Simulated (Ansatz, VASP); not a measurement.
Two plane-wave programs on InP

File INCAR:

```
SYSTEM = InP
PREC = Accurate ; ENCUT = 520
EDIFF = 1E-7 ; ISMEAR = -1
SIGMA = 0.02 ; LREAL = .FALSE.
LASPH = .TRUE. ; NELM = 60
ALGO = Normal ; ISIF = 2
LWAVE = .FALSE. ; LCHARG = .FALSE.
GGA = PE ; NBANDS = 16
```

The input KPOINTS:

```
Automatic mesh
0
G
  8 8 8
  0 0 0
```

File POSCAR:

```
InP
1.0
    0.0000000000      2.7984427617      2.9538133435
    2.9538133435      0.0000000000      2.9538133435
    2.9538133435      2.7984427617      0.0000000000
In P
1 1
Direct
    0.0000000000      0.0000000000      0.0000000000
    0.2500000000      0.2500000000      0.2500000000
```

Input for Ansatz:

```yaml
crystal:
  lattice:
    - [0.0, 2.7984427617, 2.9538133435]
    - [2.9538133435, 0.0, 2.9538133435]
    - [2.9538133435, 2.7984427617, 0.0]
  atoms:
    - { symbol: In, position: [0.0, 0.0, 0.0] }
    - { symbol: P, position: [0.25, 0.25, 0.25] }
kpoints:
  mp_grid: { grid: [8, 8, 8] }
  band_path:
    path:
      - [0.0, 0.0, 0.0]
      - [-0.5, -0.5, 0.0]
      - [-0.375, -0.375, 0.25]
      - [-0.375, 0.0, 0.375]
      - [0.0, 0.0, 0.5]
      - [-0.5, -0.25, 0.25]
    npoints: 1
hamiltonian:
  xc: pbe
scf:
  occupations: { method: fermi_dirac, width: 0.02 }
  n_extra_bands: 4
output:
  forces: true
  stress: true
  eigenvalues: true
  write_density: true
  write_potential: true
  elf: true
  volumetric_format: npy
```

Change from the starting cell: uniaxial_y strain -5.3%.

Alike in both runs: task single point; functional PBE; k mesh 8 × 8 × 8; occupations fermi-dirac, width 0.02 eV; no spin polarisation.

```csv
,VASP,Ansatz
version,VASP 6.6.1,Ansatz 0.2.0
potentials or method,"VASP PAW PBE potentials, release 64 (In_d, P)","plane waves, PAW"
plane-wave cutoff (eV),520,420
valence electrons in the cell,18,18
```

```tsv
	VASP	Ansatz	Ansatz less VASP
pressure (GPa)	5.6	5.7	+0.07
traceless stress, the component that is largest in VASP (GPa)	1.21	1.21	-0.001
```
